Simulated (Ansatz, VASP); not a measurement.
This is a calculation of Cu for VASP 6.6.1.

The input INCAR:

```
PREC = Accurate ; ENCUT = 600
EDIFF = 1E-7 ; ISMEAR = -1
SIGMA = 0.05 ; LREAL = False
LASPH = True ; NELM = 120
ALGO = Normal ; ISIF = 3
LWAVE = False ; LCHARG = False
GGA = PE ; ALDAC = 0.0
AGGAC = 0.0 ; IBRION = 2
NSW = 60 ; EDIFFG = -0.01
GGA_COMPAT = False ; NELMIN = 4
```

KPOINTS

```
regular mesh
0
Gamma
  13 13 13
```

POSCAR

```
Cu
1.0
    0.0000000000      1.8075000000      1.8075000000
    1.8075000000      0.0000000000      1.8075000000
    1.8075000000      1.8075000000      0.0000000000
Cu
1
Direct
    0.0000000000      0.0000000000      0.0000000000
```

Potentials or basis: VASP PAW PBE potentials, release 64 (Cu).

Run with:

```bash
$ cat potpaw_PBE.64/Cu/POTCAR > POTCAR
$ mpirun -np 1 vasp_std > vasp.out
```

Question: Translate it to Ansatz 0.2.0. Potentials there: Ansatz PAW.

Answer: As run (the cutoff follows the program's own potentials):

The input input.yaml:

```yaml
crystal:
  lattice:
    - [0.0, 1.8075, 1.8075]
    - [1.8075, 0.0, 1.8075]
    - [1.8075, 1.8075, 0.0]
  atoms:
    - { symbol: Cu, position: [0.0, 0.0, 0.0] }
hamiltonian:
  xc: { exchange: pbe, correlation: none }
  pseudopotentials: { kind: paw }
kpoints:
  mp_grid: { grid: [13, 13, 13] }
scf:
  occupations: { method: fermi_dirac, width: 0.05 }
output:
  forces: true
  stress: true
relax:
  f_tol: 0.01
  max_steps: 40
  cell: { stress_tol: 0.05 }
```

Potentials or basis: Ansatz PAW.

The run is started by

```sh
$ ansatz run input.yaml --threads 2 --pin off --max-ram 5120MiB --backend cpu --events-out ev --progress --plain --runs-dir out
```

Both were run:

|  | VASP | Ansatz | Ansatz less VASP |
| --- | --- | --- | --- |
| relaxed volume (Å³/atom) | 14.28 | 14.20 | -0.073 |
| relaxed cell length with the largest relative difference (Å) | 2.723 | 2.718 | -0.0046 |

VASP's potentials were made for PBE, not for PBE exchange alone. VASP's potentials hold 11 valence electrons a cell and Ansatz's 19, so a difference there can come from the potentials and not from the codes.

Noted on VASP's run: the volume moved by over 15 % at a fixed basis, so the end points are rough. Noted on Ansatz's run: the volume moved by over 15 % at a fixed basis, so the end points are rough; the plane-wave basis is chosen anew once the cell has moved, so the energies of steps on either side of that aren't comparable.
